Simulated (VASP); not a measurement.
Input of a VASP 6.6.1 run:

The input INCAR:

```
PREC = Accurate
ENCUT = 520
EDIFF = 1E-8
ISMEAR = -1
SIGMA = 0.03
LREAL = False
LASPH = True
NELM = 80
ALGO = Normal
ISIF = 2
LWAVE = False
LCHARG = False
GGA = CA
LEFG = True
NBANDS = 18
```

Contents of KPOINTS:

```
Automatic mesh
0
Gamma
  12 12 10
```

POSCAR

```
HgPt
1.0
    2.9103503290      0.0000000000      0.0000000000
    0.0000000000      2.9103503290      0.0000000000
    0.0000000000      0.0000000000      3.7469168658
Hg Pt
1 1
Direct
    0.0000000000      0.0000000000      0.0000000000
    0.5000000000      0.5000000000      0.5000000000
```

Potentials or basis: VASP PAW LDA potentials, release 64 (Hg, Pt).

Run with:

```console
$ cat potpaw_LDA.64/Hg/POTCAR potpaw_LDA.64/Pt/POTCAR > POTCAR
$ mpirun -np 1 vasp_std > vasp.out
```

(1) Predict the band gap on the k mesh.

(2) What does it give for the pressure?

Answers

(1) zero (bands 11 and 12 overlap by 4.11 eV).

(2) 14.9 GPa.

Caveat: the cell stands under pressure; without QUAD_EFG the Cq values of the log hold for a quadrupole moment of 1 mb, not for the nuclei; spin-orbit coupling is left out, which moves the levels of the heavy elements.
